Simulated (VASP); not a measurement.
# HfS2 (P-3m1) in VASP: a series of runs

The runs below take HfS2 through single point, with PBE+D3(BJ).

All numbers are computed with VASP 6.6.1; they aren't measurements. Logs are shortened: lines on timing, memory, paths and dates and some standing lists are left out, and cuts for length are marked.

## 1. The cell of the first run

Symmetry: P-3m1, No. 164, trigonal system. Conventional cell: a = 3.606 Å, b = 3.606 Å, c = 5.943 Å, α = 90.00°, β = 90.00°, γ = 120.00°. Hf (site symmetry -3m) has 6 S at 2.57 Å within 3.4 Å. S (site symmetry 3m) has 3 Hf at 2.57 Å within 3.4 Å.

## 2. Single point, PBE+D3(BJ) (strain +0.0300 x Voigt [0, 0, 1, 0, 0, 0])

Contents of INCAR:

```
SYSTEM = HfS2
PREC = Accurate ; ENCUT = 500
EDIFF = 1E-6 ; ISMEAR = 0
SIGMA = 0.05 ; LREAL = .False.
LASPH = .True. ; NELM = 120
ALGO = Normal ; ISIF = 2
LWAVE = .False. ; LCHARG = .False.
GGA = PE ; IVDW = 12
NBANDS = 18 ; GGA_COMPAT = .False.
```

Contents of KPOINTS:

```
Automatic mesh
0
Gamma
  12 12 6
  0 0 0
```

Contents of POSCAR:

```
HfS2
1.0
    3.6058628441      0.0000000000      0.0000000000
   -1.8029314221      3.1227688256      0.0000000000
    0.0000000000      0.0000000000      5.9434993811
Hf S
1 2
Direct
    0.0000000000      0.0000000000      0.0000000000
    0.6666666667      0.3333333333      0.7476059866
    0.3333333333      0.6666666667      0.2523940134
```

Potentials or basis: VASP PAW PBE potentials, release 64 (Hf_pv, S).

Launch:

```bash
cat potpaw_PBE.64/Hf_pv/POTCAR potpaw_PBE.64/S/POTCAR > POTCAR
mpirun -np 1 vasp_std > vasp.out
```

OUTCAR:

```text
SYSTEM = HfS2
   PREC = Accurate
   ENCUT = 500
   EDIFF = 1E-6
   ISMEAR = 0
   LREAL = .False.
   LASPH = .True.
   NELM = 120
   ISIF = 2
   GGA = PE
   IVDW = 12
 IVDW          = 12

 ion  position               nearest neighbor table
   1  0.000  0.000  0.000-   2 2.57   3 2.57   2 2.57   3 2.57   2 2.57   3 2.57
   2  0.667  0.333  0.748-   1 2.57   1 2.57   1 2.57
   3  0.333  0.667  0.252-   1 2.57   1 2.57   1 2.57

  LATTYP: Found a hexagonal cell.
 ALAT       =     3.6058628441
 C/A-ratio  =     1.6482877020

  Lattice vectors:

 A1 = (   3.6058628441,   0.0000000000,   0.0000000000)
 A2 = (  -1.8029314221,   3.1227688256,   0.0000000000)
 A3 = (   0.0000000000,   0.0000000000,   5.9434993811)

Analysis of symmetry for initial positions (statically):
=====================================================================
 Subroutine PRICEL returns:
 Original cell was already a primitive cell.

 Routine SETGRP: Setting up the symmetry group for a
 hexagonal supercell.

 Subroutine GETGRP returns: Found 12 space group operations
 (whereof 12 operations were pure point group operations)
 out of a pool of 24 trial point group operations.

The static configuration has the point symmetry D_3d.

Analysis of symmetry for dynamics (positions and initial velocities):
=====================================================================
 Subroutine PRICEL returns:
 Original cell was already a primitive cell.

 Routine SETGRP: Setting up the symmetry group for a
 hexagonal supercell.

 Subroutine GETGRP returns: Found 12 space group operations
 (whereof 12 operations were pure point group operations)
 out of a pool of 24 trial point group operations.

The dynamic configuration has the point symmetry D_3d.

 Subroutine INISYM returns: Found 12 space group operations
 (whereof 12 operations are pure point group operations),
 and found     1 'primitive' translations

----------------------------------------------------------------------------------------

                                     Primitive cell

  volume of cell :      66.9254

  direct lattice vectors                    reciprocal lattice vectors
     3.605862844  0.000000000  0.000000000     0.277326133  0.160114318  0.000000000
    -1.802931422  3.122768826  0.000000000     0.000000000  0.320228635  0.000000000
     0.000000000  0.000000000  5.943499381     0.000000000  0.000000000  0.168251048

  length of vectors
     3.605862844  3.605862844  5.943499381     0.320228636  0.320228635  0.168251048

  position of ions in fractional coordinates (direct lattice)
     0.000000000  0.000000000  0.000000000
     0.666666667  0.333333333  0.747605987
     0.333333333  0.666666667  0.252394013

  ion indices of the primitive-cell ions
   primitive index   ion index
                 1           1
                 2           2
                 3           3

----------------------------------------------------------------------------------------

 KPOINTS: Automatic mesh

Automatic generation of k-mesh.
 Grid dimensions read from file:
 generate k-points for:   12   12    6

 Generating k-lattice:

  Cartesian coordinates                     Fractional coordinates (reciprocal lattice)
     0.023110511  0.013342860  0.000000000     0.083333333  0.000000000  0.000000000
     0.000000000  0.026685720  0.000000000     0.000000000  0.083333333  0.000000000
     0.000000000  0.000000000  0.028041841     0.000000000  0.000000000  0.166666667

  Length of vectors
     0.026685720  0.026685720  0.028041841

  Shift w.r.t. Gamma in fractional coordinates (k-lattice)
     0.000000000  0.000000000  0.000000000

 Subroutine IBZKPT returns following result:
 ===========================================

 Found    100 irreducible k-points:

 Following reciprocal coordinates:
            Coordinates               Weight
  0.000000  0.000000  0.000000      1.000000
  0.083333  0.000000  0.000000      6.000000
  0.166667  0.000000  0.000000      6.000000
  0.250000 -0.000000  0.000000      6.000000
  0.333333  0.000000  0.000000      6.000000
  0.416667 -0.000000  0.000000      6.000000
[... 16 lines left out ...]
  0.166667  0.000000  0.166667      6.000000
  0.000000  0.166667  0.166667      6.000000
 [... further k-points ...]
   k-points           NKPTS =    100   k-points in BZ     NKDIM =    100   number of bands    NBANDS=     18
   number of dos      NEDOS =    301   number of ions     NIONS =      3
   total plane-waves  NPLWV =  37632
   dimension x,y,z NGX =    28 NGY =   28 NGZ =   48
   dimension x,y,z NGXF=    56 NGYF=   56 NGZF=   96
   ions per type =               1   2
   NGX,Y,Z   is equivalent  to a cutoff of  12.91, 12.91, 13.43 a.u.
   NGXF,Y,Z  is equivalent  to a cutoff of  25.82, 25.82, 26.85 a.u.
 SYSTEM =  HfS2
   PREC   = accura    normal or accurate (medium, high low for compatibility)
   ISTART =      0    job   : 0-new  1-cont  2-samecut
   ICHARG =      2    charge: 1-file 2-atom 10-const
   ISPIN  =      1    spin polarized calculation?
   LNONCOLLINEAR =      F non collinear calculations
   LSORBIT =      F    spin-orbit coupling
   LASPH  =      T    aspherical Exc in radial PAW
   ENCUT  =  500.0 eV  36.75 Ry    6.06 a.u.   6.57  6.57 10.84*2*pi/ulx,y,z
   NELM   =    120;   NELMIN=  2; NELMDL= -5     # of ELM steps
   EDIFF  = 0.1E-05   stopping-criterion for ELM
   LREAL  =      F    real-space projection
   EDIFFG = 0.1E-04   stopping-criterion for IOM
   NSW    =      0    number of steps for IOM
   IBRION =     -1    ionic relax: 0-MD 1-quasi-New 2-CG
   NFREE  =      0    steps in history (QN), initial steepest desc. (CG)
   ISIF   =      2    stress and relaxation
   ISYM   =      2    0-nonsym 1-usesym 2-fastsym
   POTIM  = 0.5000    time-step for ionic-motion
   TEBEG  =    0.0;   TEEND  =   0.0 temperature during run
   PSTRESS=    0.0 pullay stress
   NELECT =      22.0000    total number of electrons
   NUPDOWN=      -1.0000    fix difference up-down
   EMIN   =  10.00;   EMAX   =-10.00  energy-range for DOS
   EFERMI =   0.00;   METHOD = LEGACY
   ISMEAR =     0;   SIGMA  =   0.05  broadening in eV -4-tet -1-fermi 0-gaus
   EFERMI_NEDOS =   21; number of points for ismear=-14 and -15
   IALGO  =     38    algorithm
   IMIX   =      4    mixing-type and parameters
     AMIX     =   0.40;   BMIX     =  1.00
     AMIX_MAG =   1.60;   BMIX_MAG =  1.00
  volume/ion in A,a.u.               =      22.31       150.55
  Fermi-wavevector in a.u.,A,eV,Ry     =   1.129844  2.135096 17.368495  1.276548
  Thomas-Fermi vector in A             =   2.266539
   LORBIT       =      0    0 simple, 1 ext, 2 COOP (PROOUT), +10 PAW based schemes
   GGA     = PE    functional components
   LHFCALC =     F    Hartree Fock is set to
   AEXX    =    0.0000 exact exchange contribution
   IVDW    =    12    specifies the selected vdW correction
   LEPSILON=     F    determine dielectric tensor
   LRPA    =     F    only Hartree local field effects (RPA)
 non-spin polarized calculation
 Gauss-broadening in eV      SIGMA  =   0.05
  energy-cutoff  :      500.00
  volume of cell :       66.93
 maximum number of plane-waves:      1732
 NGX is ok and might be reduce to    28
   NGX = 13   NGY = 13   NGZ = 21

 number of electron      22.0000001 magnetization

 Free energy of the ion-electron system (eV)
  ---------------------------------------------------
  ext. energy  EPLUGINS =         0.00000000
  ---------------------------------------------------
  free energy    TOTEN  =       -22.86688400 eV

  energy without entropy =      -22.86688400  energy(sigma->0) =      -22.86688400

 E-fermi :   3.6456     XC(G=0):  -9.6884

 val. band max:        3.3079338224   @ k =   0.0000   0.0000   0.0000
 cond. band min:       4.2305720526   @ k =   0.5000  -0.0000   0.5000
 fundamental gap:      0.9226382302
 Fermi energy:         3.6455699179

 k-point     1 :       0.0000    0.0000    0.0000
  band No.  band energies     occupation
      1     -27.4671      2.00000
      2     -27.3652      2.00000
      3     -27.3652      2.00000
      4      -9.7260      2.00000
      5      -8.1013      2.00000
      6      -1.5208      2.00000
[... 10 lines left out ...]
     17       8.7151      0.00000
     18       9.1280      0.00000

 k-point     2 :       0.0833    0.0000    0.0000
  band No.  band energies     occupation
      1     -27.4645      2.00000
      2     -27.3787      2.00000
      3     -27.3682      2.00000
      4      -9.6458      2.00000
      5      -8.1089      2.00000
      6      -1.4168      2.00000
[... 10 lines left out ...]
     17       9.0942      0.00000
     18       9.7501      0.00000

 k-point     3 :       0.1667    0.0000    0.0000
  band No.  band energies     occupation
      1     -27.4575      2.00000
      2     -27.4153      2.00000
      3     -27.3766      2.00000
      4      -9.4192      2.00000
      5      -8.1294      2.00000
      6      -1.1208      2.00000
[... 10 lines left out ...]
     17      10.0043      0.00000
     18      10.7612      0.00000

 k-point     4 :       0.2500   -0.0000    0.0000
  band No.  band energies     occupation
      1     -27.4655      2.00000
      2     -27.4472      2.00000
      3     -27.3879      2.00000
      4      -9.0891      2.00000
      5      -8.1547      2.00000
      6      -0.7118      2.00000
[... 10 lines left out ...]
     17      10.9467      0.00000
     18      11.1249      0.00000

 k-point     5 :       0.3333    0.0000    0.0000
  band No.  band energies     occupation
      1     -27.5142      2.00000
      2     -27.4377      2.00000
      3     -27.3992      2.00000
      4      -8.7374      2.00000
      5      -8.1654      2.00000
      6      -0.7188      2.00000
[... 10 lines left out ...]
     17      10.6102      0.00000
     18      11.0374      0.00000

 k-point     6 :       0.4167   -0.0000    0.0000
  band No.  band energies     occupation
      1     -27.5497      2.00000
      2     -27.4305      2.00000
      3     -27.4075      2.00000
      4      -8.4966      2.00000
      5      -8.1240      2.00000
      6      -1.2634      2.00000
[... 10 lines left out ...]
     17      10.3154      0.00000
     18      10.8887      0.00000

 k-point     7 :       0.5000   -0.0000    0.0000
  band No.  band energies     occupation
      1     -27.5626      2.00000
      2     -27.4279      2.00000
      3     -27.4105      2.00000
      4      -8.4331      2.00000
      5      -8.0749      2.00000
      6      -1.4911      2.00000
[... 10 lines left out ...]
     17       9.8713      0.00000
     18      11.1505      0.00000

 k-point     8 :       0.0833    0.0833    0.0000
  band No.  band energies     occupation
      1     -27.4597      2.00000
      2     -27.4031      2.00000
      3     -27.3746      2.00000
      4      -9.4923      2.00000
      5      -8.1230      2.00000
      6      -1.2156      2.00000
[... 10 lines left out ...]
     17       9.7976      0.00000
     18      10.5236      0.00000
[... 229 lines left out ...]
     17      10.2424      0.00000
     18      13.2735      0.00000

 k-point    20 :       0.0000    0.0000    0.1667
  band No.  band energies     occupation
      1     -27.4672      2.00000
      2     -27.3652      2.00000
      3     -27.3652      2.00000
      4      -9.6718      2.00000
      5      -8.1982      2.00000
      6      -1.3049      2.00000
[... 10 lines left out ...]
     17       9.0541      0.00000
     18       9.2559      0.00000

 k-point    21 :       0.0833    0.0000    0.1667
  band No.  band energies     occupation
      1     -27.4646      2.00000
      2     -27.3787      2.00000
      3     -27.3682      2.00000
      4      -9.5918      2.00000
      5      -8.2020      2.00000
      6      -1.2107      2.00000
[... 10 lines left out ...]
     17       9.4006      0.00000
     18       9.8442      0.00000

 k-point    22 :       0.0000    0.0833    0.1667
  band No.  band energies     occupation
      1     -27.4646      2.00000
      2     -27.3787      2.00000
      3     -27.3682      2.00000
      4      -9.5930      2.00000
      5      -8.1998      2.00000
      6      -1.2183      2.00000
[... 10 lines left out ...]
     17       9.3951      0.00000
     18       9.9127      0.00000

 k-point    23 :       0.1667    0.0000    0.1667
  band No.  band energies     occupation
      1     -27.4575      2.00000
      2     -27.4153      2.00000
      3     -27.3766      2.00000
      4      -9.3634      2.00000
      5      -8.2169      2.00000
      6      -0.9309      2.00000
[... 10 lines left out ...]
     17      10.2195      0.00000
     18      10.8794      0.00000

 k-point    24 :       0.0000    0.1667    0.1667
  band No.  band energies     occupation
      1     -27.4575      2.00000
      2     -27.4153      2.00000
      3     -27.3766      2.00000
      4      -9.3735      2.00000
      5      -8.1991      2.00000
      6      -1.0013      2.00000
[... 10 lines left out ...]
     17      10.2120      0.00000
     18      10.7266      0.00000

 [... further k-points ...]

------------------------ aborting loop because EDIFF is reached ----------------------------------------

 Edisp (eV)   -0.98883

 E8    (eV) :    -0.4261

  FORCE on cell =-STRESS in cart. coord.  units (eV):
  Direction    XX          YY          ZZ          XY          YZ          ZX
  --------------------------------------------------------------------------------------
  -------------------------------------------------------------------------------------
  Total      -1.05054    -1.05054    -1.94610     0.00000     0.00000    -0.00000
  in kB     -25.14957   -25.14957   -46.58908     0.00000     0.00000    -0.00000
  external pressure =      -32.30 kB  Pullay stress =        0.00 kB

 VOLUME and BASIS-vectors are now :
 -----------------------------------------------------------------------------
  energy-cutoff  :      500.00
  volume of cell :       66.93
      direct lattice vectors                 reciprocal lattice vectors
     3.605862844  0.000000000  0.000000000     0.277326133  0.160114318  0.000000000
    -1.802931422  3.122768826  0.000000000     0.000000000  0.320228635  0.000000000
     0.000000000  0.000000000  5.943499381     0.000000000  0.000000000  0.168251048

 POSITION                                       TOTAL-FORCE (eV/Angst)
 -----------------------------------------------------------------------------------
      0.00000      0.00000      0.00000         0.000000      0.000000     -0.000000
      1.80293      1.04092      4.44340         0.000000     -0.000000      0.547057
     -0.00000      2.08185      1.50010        -0.000000      0.000000     -0.547057
 -----------------------------------------------------------------------------------
    total drift:                               -0.000000      0.000000      0.000000

  FREE ENERGIE OF THE ION-ELECTRON SYSTEM (eV)
  ---------------------------------------------------
  free  energy   TOTEN  =       -23.8557163622 eV

  energy  without entropy=      -23.8557163622  energy(sigma->0) =      -23.85571636
```

Run time: 48 s. Hardware: 1 thread of Intel Xeon 6975P-C (Granite Rapids), shared host; peak memory 0.26 GiB.

What came out:

* Free energy: -23.8557 eV
* Pressure: -3.2 GPa
* Largest force: 0.547 eV/Å
* Band gap on the k mesh: 0.92 eV, indirect (least direct gap 1.84 eV)
* Dispersion energy per atom: -0.330 eV

Forces in eV/Å, atoms in the order of the input:
```
Hf   0.000  0.000  0.000
S    0.000  0.000  0.547
S    0.000  0.000 -0.547
```

Caveat: the cell differs from its parent crystal (strain +0.0300 x Voigt [0, 0, 1, 0, 0, 0]); spin-orbit coupling is left out, which moves the levels of the heavy elements.

## 3. Single point, PBE+D3(BJ) (strain +0.0400 x Voigt [0, 0, 1, 0, 0, 0])

Contents of INCAR:

```
SYSTEM = HfS2
  PREC = Accurate
  ENCUT = 500
  EDIFF = 1E-6
  ISMEAR = 0
  SIGMA = 0.05
  LREAL = .FALSE.
  LASPH = .TRUE.
  NELM = 120
  ALGO = Normal
  ISIF = 2
  LWAVE = .FALSE.
  LCHARG = .FALSE.
  GGA = PE
  IVDW = 12
  NBANDS = 18
  GGA_COMPAT = .FALSE.
```

Contents of KPOINTS:

```
Automatic mesh
0
G
  12 12 6
  0 0 0
```

POSCAR: that of step 2 with these lines changed.

```diff
@@ -4,3 +4,3 @@
    -1.8029314221      3.1227688256      0.0000000000
-    0.0000000000      0.0000000000      5.9434993811
+    0.0000000000      0.0000000000      6.0012032585
 Hf S
```

Potentials or basis: VASP PAW PBE potentials, release 64 (Hf_pv, S).

Launch:

```bash
cat potpaw_PBE.64/Hf_pv/POTCAR potpaw_PBE.64/S/POTCAR > POTCAR
mpirun -np 1 vasp_std > vasp.out
```

Run time: 47 s. Hardware: 1 thread of Intel Xeon 6975P-C (Granite Rapids), shared host; peak memory 0.26 GiB.

It converged, with:

- Free energy: -23.8344 eV
- Pressure: -4.0 GPa
- Largest force: 0.705 eV/Å
- Band gap on the k mesh: 0.88 eV, indirect (least direct gap 1.81 eV)
- Dispersion energy per atom: -0.326 eV

Forces on the atoms (eV/Å):
```
Hf   0.000  0.000  0.000
S    0.000  0.000  0.705
S    0.000  0.000 -0.705
```

Stress tensor (GPa, compression positive):
```
-3.06  0.00  0.00
 0.00 -3.06  0.00
 0.00  0.00 -5.97
```

Levels at points of the mesh, in eV from the valence-band top:
```tsv
k point	band 7	band 8	band 9	band 10	band 11	band 12	band 13	band 14	band 15	band 16
(0.00, 0.00, 0.00)	-2.48	-2.48	-0.07	0.00	0.00	2.03	2.03	2.33	5.11	5.11
(0.50, 0.00, 0.00)	-2.87	-2.56	-2.31	-2.02	-1.21	1.05	4.13	4.30	5.94	6.19
(0.00, 0.00, 0.50)	-2.43	-2.43	-1.95	-0.14	-0.14	1.99	1.99	2.69	5.52	5.52
(0.50, 0.00, 0.50)	-3.48	-2.47	-2.44	-0.96	-0.93	0.88	4.12	4.32	5.60	5.63
```

Caveat: the cell differs from its parent crystal (strain +0.0400 x Voigt [0, 0, 1, 0, 0, 0]); spin-orbit coupling is left out, which moves the levels of the heavy elements.

[end of part 1 of 2]
